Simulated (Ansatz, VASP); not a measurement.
# One calculation of Ga2P, two programs

Contents of INCAR:

```
SYSTEM = Ga2P
PREC = Accurate
ENCUT = 600
EDIFF = 1E-6
ISMEAR = 0
SIGMA = 0.1
LREAL = .False.
LASPH = .True.
NELM = 80
ALGO = Normal
ISIF = 3
LWAVE = .False.
LCHARG = .False.
GGA = PE
IBRION = 2
NSW = 90
EDIFFG = -0.04
```

File KPOINTS:

```
regular mesh
0
Gamma
  4 4 4
  0 0 0
```

File POSCAR:

```
Ga2P
1.0
    3.9898914256      0.0000000000      0.0000000000
    0.0000000000      3.9898914256      0.0000000000
    0.0000000000      0.0000000000      6.0877827339
Ga P
4 2
Direct
    0.0000000000      0.0000000000      0.0000000000
    0.5000000000      0.5000000000      0.0000000000
    0.0000000000      0.5000000000      0.2700000000
    0.5000000000      0.0000000000      0.7300000000
    0.0000000000      0.5000000000      0.7000000000
    0.5000000000      0.0000000000      0.3000000000
```

Input for Ansatz:

```yaml
crystal:
  lattice:
    - [3.9898914256, 0.0, 0.0]
    - [0.0, 3.9898914256, 0.0]
    - [0.0, 0.0, 6.0877827339]
  atoms:
    - { symbol: Ga, position: [0.0, 0.0, 0.0] }
    - { symbol: Ga, position: [0.5, 0.5, 0.0] }
    - { symbol: Ga, position: [0.0, 0.5, 0.27] }
    - { symbol: Ga, position: [0.5, 0.0, 0.73] }
    - { symbol: P, position: [0.0, 0.5, 0.7] }
    - { symbol: P, position: [0.5, 0.0, 0.3] }
basis:
  ecutwfc: 420
kpoints:
  mp_grid: { grid: [4, 4, 4] }
hamiltonian:
  xc: pbe
scf:
  occupations: { method: gaussian, width: 0.1 }
  lower_state_search: "off"
output:
  forces: true
  stress: true
  eigenvalues: true
relax:
  adjacent_minimum: "off"
  f_tol: 0.04
  max_steps: 70
  cell: { stress_tol: 0.4 }
```

Alike in both runs: task relaxation of cell and atoms; functional PBE; k mesh 4 × 4 × 4; occupations gaussian, width 0.1 eV; no spin polarisation.

|  | VASP | Ansatz |
| --- | --- | --- |
| version | VASP 6.6.1 | Ansatz 0.2.0 |
| potentials or method | VASP PAW PBE potentials, release 64 (Ga_d, P), cutoff 600 eV | scalar-relativistic, plane waves, PAW |
| valence electrons in the cell | 62 | 62 |

VASP gave:

```
gap on the k mesh at the Fermi level, each at its own relaxed structure (eV) : none
relaxed volume (Å³/atom)                                                     : 18.05
relaxed cell length with the largest relative difference (Å)                 : 7.946
```

Question: Which values does Ansatz return?

Answer: gap on the k mesh at the Fermi level, each at its own relaxed structure (eV): none; relaxed volume (Å³/atom): 18.06; relaxed cell length with the largest relative difference (Å): 7.927.

A gap of «none» marks a metal or a gap that the smearing closes.

The k mesh is coarse, so the values compare programs but aren't converged.
